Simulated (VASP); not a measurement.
# W3C in VASP: relaxation of the atoms with LDA

Aim: the relaxation of the atoms of W3C with LDA.

Everything below comes from runs of VASP 6.6.1. Logs are shortened: lines on timing, memory, paths and dates and some standing lists are left out, and cuts for length are marked.

## (1) The cell of the first run

The cell holds a slab with vacuum, 4 atoms: a = 2.809 Å, b = 2.809 Å, c = 20.114 Å, α = 90.00°, β = 90.00°, γ = 120.00°.

## (2) Relaxation of the atoms, LDA

INCAR

```
PREC = Accurate
ENCUT = 520
EDIFF = 1E-7
ISMEAR = 0
SIGMA = 0.1
LREAL = False
LASPH = True
NELM = 120
ALGO = Normal
ISIF = 2
LWAVE = False
LCHARG = False
LDIPOL = True
IDIPOL = 3
DIPOL = 0.5 0.5 0.360
IBRION = 2
NSW = 36
EDIFFG = -0.025
GGA_COMPAT = False
NELMIN = 4
NELMDL = -8
```

KPOINTS

```
Automatic mesh
0
Gamma
  12 12 1
```

POSCAR

```
W3C
1.0
    2.8090103839      0.0000000000      0.0000000000
   -1.4045051920      2.4326743520      0.0000000000
    0.0000000000      0.0000000000     20.1144288635
W C
3 1
Selective dynamics
Direct
    0.6666666667      0.3333333333      0.1988622211  F F F
    0.3333333333      0.6666666667      0.3135698338  F F F
    0.0000000000      0.0000000000      0.4282711143  F F F
    0.0000000000      0.5000000000      0.4998615139  F F T
```

Potentials or basis: VASP PAW LDA potentials, release 64 (W_sv, C).

The run is started by

```
cat potpaw_LDA.64/W_sv/POTCAR potpaw_LDA.64/C/POTCAR > POTCAR
mpirun -np 1 vasp_std > vasp.out
```

OUTCAR:

```text
PREC = Accurate
   ENCUT = 520
   EDIFF = 1E-7
   ISMEAR = 0
   LREAL = False
   LASPH = True
   NELM = 120
   ISIF = 2
   IBRION = 2
   NSW = 36
   EDIFFG = -0.025
   NELMIN = 4
   NELMDL = -8

 ion  position               nearest neighbor table
   1  0.667  0.333  0.199-   2 2.82   2 2.82   2 2.82
   2  0.333  0.667  0.314-   3 2.82   3 2.82   3 2.82   1 2.82   1 2.82   1 2.82
   3  0.000  0.000  0.428-   4 2.01   4 2.01   2 2.82   2 2.82   2 2.82
   4  0.000  0.500  0.500-   3 2.01   3 2.01

  LATTYP: Found a hexagonal cell.
 ALAT       =     2.8090103839
 C/A-ratio  =     7.1606815620

  Lattice vectors:

 A1 = (   2.8090103839,   0.0000000000,   0.0000000000)
 A2 = (  -1.4045051920,   2.4326743520,   0.0000000000)
 A3 = (   0.0000000000,   0.0000000000,  20.1144288635)

Analysis of symmetry for initial positions (statically):
=====================================================================
 Subroutine PRICEL returns:
 Original cell was already a primitive cell.

 Routine SETGRP: Setting up the symmetry group for a
 hexagonal supercell.

 Subroutine GETGRP returns: Found  2 space group operations
 (whereof  2 operations were pure point group operations)
 out of a pool of 24 trial point group operations.

The static configuration has the point symmetry C_1h.

Analysis of symmetry for dynamics (positions and initial velocities):
=====================================================================
 Subroutine PRICEL returns:
 Original cell was already a primitive cell.

 Routine SETGRP: Setting up the symmetry group for a
 hexagonal supercell.

 Subroutine GETGRP returns: Found  2 space group operations
 (whereof  2 operations were pure point group operations)
 out of a pool of 24 trial point group operations.

The dynamic configuration has the point symmetry C_1h.

Analysis of constrained symmetry for selective dynamics:
=====================================================================
 Subroutine PRICEL returns:
 Original cell was already a primitive cell.

 Routine SETGRP: Setting up the symmetry group for a
 hexagonal supercell.

 Subroutine GETGRP returns: Found  2 space group operations
 (whereof  2 operations were pure point group operations)
 out of a pool of 24 trial point group operations.

The constrained configuration has the point symmetry C_1h.

 Subroutine INISYM returns: Found  2 space group operations
 (whereof  2 operations are pure point group operations),
 and found     1 'primitive' translations

----------------------------------------------------------------------------------------

                                     Primitive cell

  volume of cell :     137.4501

  direct lattice vectors                    reciprocal lattice vectors
     2.809010384  0.000000000  0.000000000     0.355997260  0.205535114  0.000000000
    -1.404505192  2.432674352  0.000000000     0.000000000  0.411070228  0.000000000
     0.000000000  0.000000000 20.114428863     0.000000000  0.000000000  0.049715555

  length of vectors
     2.809010384  2.809010384 20.114428863     0.411070228  0.411070228  0.049715555

  position of ions in fractional coordinates (direct lattice)
     0.666666667  0.333333333  0.198862221
     0.333333333  0.666666667  0.313569834
     0.000000000  0.000000000  0.428271114
     0.000000000  0.500000000  0.499861514

  ion indices of the primitive-cell ions
   primitive index   ion index
                 1           1
                 2           2
                 3           3
                 4           4

----------------------------------------------------------------------------------------

 KPOINTS: Automatic mesh

Automatic generation of k-mesh.
 Grid dimensions read from file:
 generate k-points for:   12   12    1

 Generating k-lattice:

  Cartesian coordinates                     Fractional coordinates (reciprocal lattice)
     0.029666438  0.017127926  0.000000000     0.083333333 -0.000000000  0.000000000
     0.000000000  0.034255852  0.000000000     0.000000000  0.083333333  0.000000000
     0.000000000  0.000000000  0.049715555     0.000000000  0.000000000  1.000000000

  Length of vectors
     0.034255852  0.034255852  0.049715555

  Shift w.r.t. Gamma in fractional coordinates (k-lattice)
     0.000000000  0.000000000  0.000000000

 Subroutine IBZKPT returns following result:
 ===========================================

 Found     43 irreducible k-points:

 Following reciprocal coordinates:
            Coordinates               Weight
  0.000000  0.000000  0.000000      1.000000
  0.083333  0.000000  0.000000      2.000000
  0.000000  0.083333  0.000000      4.000000
  0.166667  0.000000  0.000000      2.000000
  0.000000  0.166667  0.000000      4.000000
  0.250000  0.000000  0.000000      2.000000
[... 16 lines left out ...]
 -0.083333  0.416667  0.000000      4.000000
 -0.416667  0.333333  0.000000      4.000000
 [... further k-points ...]
   k-points           NKPTS =     43   k-points in BZ     NKDIM =     43   number of bands    NBANDS=     27
   number of dos      NEDOS =    301   number of ions     NIONS =      4
   total plane-waves  NPLWV =  86400
   dimension x,y,z NGX =    24 NGY =   24 NGZ =  150
   dimension x,y,z NGXF=    48 NGYF=   48 NGZF=  300
   ions per type =               3   1
   NGX,Y,Z   is equivalent  to a cutoff of  14.20, 14.20, 12.40 a.u.
   NGXF,Y,Z  is equivalent  to a cutoff of  28.41, 28.41, 24.80 a.u.
 SYSTEM =  unknown system
   PREC   = accura    normal or accurate (medium, high low for compatibility)
   ISTART =      0    job   : 0-new  1-cont  2-samecut
   ICHARG =      2    charge: 1-file 2-atom 10-const
   ISPIN  =      1    spin polarized calculation?
   LNONCOLLINEAR =      F non collinear calculations
   LSORBIT =      F    spin-orbit coupling
   LASPH  =      T    aspherical Exc in radial PAW
   ENCUT  =  520.0 eV  38.22 Ry    6.18 a.u.   5.22  5.22 37.40*2*pi/ulx,y,z
   NELM   =    120;   NELMIN=  4; NELMDL= -8     # of ELM steps
   EDIFF  = 0.1E-06   stopping-criterion for ELM
   LREAL  =      F    real-space projection
   EDIFFG = -.3E-01   stopping-criterion for IOM
   NSW    =     36    number of steps for IOM
   IBRION =      2    ionic relax: 0-MD 1-quasi-New 2-CG
   NFREE  =      1    steps in history (QN), initial steepest desc. (CG)
   ISIF   =      2    stress and relaxation
   ISYM   =      2    0-nonsym 1-usesym 2-fastsym
   POTIM  = 0.5000    time-step for ionic-motion
   TEBEG  =    0.0;   TEEND  =   0.0 temperature during run
   PSTRESS=    0.0 pullay stress
   NELECT =      46.0000    total number of electrons
   NUPDOWN=      -1.0000    fix difference up-down
   EMIN   =  10.00;   EMAX   =-10.00  energy-range for DOS
   EFERMI =   0.00;   METHOD = LEGACY
   ISMEAR =     0;   SIGMA  =   0.10  broadening in eV -4-tet -1-fermi 0-gaus
   EFERMI_NEDOS =   21; number of points for ismear=-14 and -15
   IALGO  =     38    algorithm
   IMIX   =      4    mixing-type and parameters
     AMIX     =   0.40;   BMIX     =  1.00
     AMIX_MAG =   1.60;   BMIX_MAG =  1.00
  volume/ion in A,a.u.               =      34.36       231.89
  Fermi-wavevector in a.u.,A,eV,Ry     =   1.136613  2.147886 17.577203  1.291888
  Thomas-Fermi vector in A             =   2.273318
   LORBIT       =      0    0 simple, 1 ext, 2 COOP (PROOUT), +10 PAW based schemes
   GGA     = CA    functional components
   LHFCALC =     F    Hartree Fock is set to
   AEXX    =    0.0000 exact exchange contribution
   IVDW    =     0    specifies the selected vdW correction
   LEPSILON=     F    determine dielectric tensor
   LRPA    =     F    only Hartree local field effects (RPA)
 conjugate gradient relaxation of ions
 non-spin polarized calculation
 Gauss-broadening in eV      SIGMA  =   0.10
  energy-cutoff  :      520.00
  volume of cell :      137.45
 maximum number of plane-waves:      3729
 NGX is ok and might be reduce to    24
   NGX = 11   NGY = 11   NGZ = 75

 dipolmoment           0.000000      0.000000     -0.112462 electrons x Angstroem

--------------------------------------- Ionic step        1  -------------------------------------------

 number of electron      46.0000005 magnetization

 Free energy of the ion-electron system (eV)
  ---------------------------------------------------
  ext. energy  EPLUGINS =         0.00000000
  ---------------------------------------------------
  free energy    TOTEN  =       -46.49301596 eV

  energy without entropy =      -46.46907724  energy(sigma->0) =      -46.48104660

------------------------ aborting loop because EDIFF is reached ----------------------------------------

  FORCE on cell =-STRESS in cart. coord.  units (eV):
  Direction    XX          YY          ZZ          XY          YZ          ZX
  --------------------------------------------------------------------------------------
  -------------------------------------------------------------------------------------
  Total       -1.5739575     -0.8092761     -2.4440470     -0.6622335     -0.0745092     -0.1290540
  in kB      -18.3467247     -9.4332701    -28.4888622     -7.7192781     -0.8685117     -1.5043084
  external PRESSURE =     -18.7562857 kB  Pullay stress =       0.0000000 kB
[... 61 lines left out ...]
  energy  without entropy=      -46.6023832294  energy(sigma->0) =      -46.61400007

--------------------------------------- Ionic step        3  -------------------------------------------

 number of electron      46.0000005 magnetization

 dipolmoment           0.000000      0.000000      0.050078 electrons x Angstroem

 Free energy of the ion-electron system (eV)
  ---------------------------------------------------
  ext. energy  EPLUGINS =         0.00000000
  ---------------------------------------------------
  free energy    TOTEN  =       -46.63285772 eV

  energy without entropy =      -46.60932682  energy(sigma->0) =      -46.62109227

 E-fermi :   0.4250     XC(G=0):  -6.3144

 val. band max:        0.4168561606   @ k =  -0.1667   0.3333   0.0000
 cond. band min:       0.4427507688   @ k =   0.0833   0.0000   0.0000
 fundamental gap:      0.0258946082
 Fermi energy:         0.4249878761

 k-point     1 :       0.0000    0.0000    0.0000
  band No.  band energies     occupation
      1     -72.8451      2.00000
      2     -72.7627      2.00000
      3     -72.6995      2.00000
      4     -37.8260      2.00000
      5     -37.4065      2.00000
      6     -36.8971      2.00000
[... 709 lines left out ...]
     26       2.7908      0.00000
     27       3.1947      0.00000

 [... further k-points ...]

------------------------ aborting loop because EDIFF is reached ----------------------------------------

 vacuum level on the upper side and lower side of the slab       (xc-potential included)         0.532        -0.785

  FORCE on cell =-STRESS in cart. coord.  units (eV):
  Direction    XX          YY          ZZ          XY          YZ          ZX
  --------------------------------------------------------------------------------------
  -------------------------------------------------------------------------------------
  Total       -0.2325456      1.7164534      0.9546978     -1.6878826     -0.1416720     -0.2453832
  in kB       -2.7106511     20.0077189     11.1283685    -19.6746856     -1.6513898     -2.8602917
  external PRESSURE =       9.4751454 kB  Pullay stress =       0.0000000 kB

 VOLUME and BASIS-vectors are now :
 -----------------------------------------------------------------------------
  energy-cutoff  :      520.00
  volume of cell :      137.45
      direct lattice vectors                 reciprocal lattice vectors
     2.809010384  0.000000000  0.000000000     0.355997260  0.205535114  0.000000000
    -1.404505192  2.432674352  0.000000000     0.000000000  0.411070228  0.000000000
     0.000000000  0.000000000 20.114428863     0.000000000  0.000000000  0.049715555
[... 10 lines left out ...]
  FREE ENERGIE OF THE ION-ELECTRON SYSTEM (eV)
  ---------------------------------------------------
  free  energy   TOTEN  =       -46.6328577224 eV

  energy  without entropy=      -46.6093268157  energy(sigma->0) =      -46.62109227

 reached required accuracy - stopping structural energy minimisation

 vacuum level on the upper side and lower side of the slab         7.085         5.727
```

Run time: 5.5 min. Hardware: 1 thread of Intel Xeon 6975P-C (Granite Rapids), shared host; peak memory 0.31 GiB.

Results:

| Quantity | Value |
| --- | --- |
| Free energy | -46.6329 eV |
| Energy gained by relaxing | 35.0 meV/atom |
| Ionic steps | 3 |
| Band gap on the k mesh | zero (bands 23 and 24 overlap by 0.81 eV) |

Step by step:
| step | energy change (eV) | largest force on free atoms (eV/Å) | pressure (GPa) |
| --- | --- | --- | --- |
| 1 | 0.0000 | 2.0574 | -1.88 |
| 2 | -0.1326 | 0.5195 | 0.28 |
| 3 | -0.1398 | 0.0088 | 0.95 |

Final structure:
```
CELL_PARAMETERS angstrom
2.80901 0.00000 0.00000
-1.40451 2.43267 0.00000
0.00000 0.00000 20.11443
ATOMIC_POSITIONS crystal
W 0.66667 0.33333 0.19886
W 0.33333 0.66667 0.31357
W 0.00000 0.00000 0.42827
C 0.00000 0.50000 0.49358
```

Caveat: spin-orbit coupling is left out, which moves the levels of the heavy elements.

The gap in the log of VASP goes by the Fermi energy; the results here count the filled bands.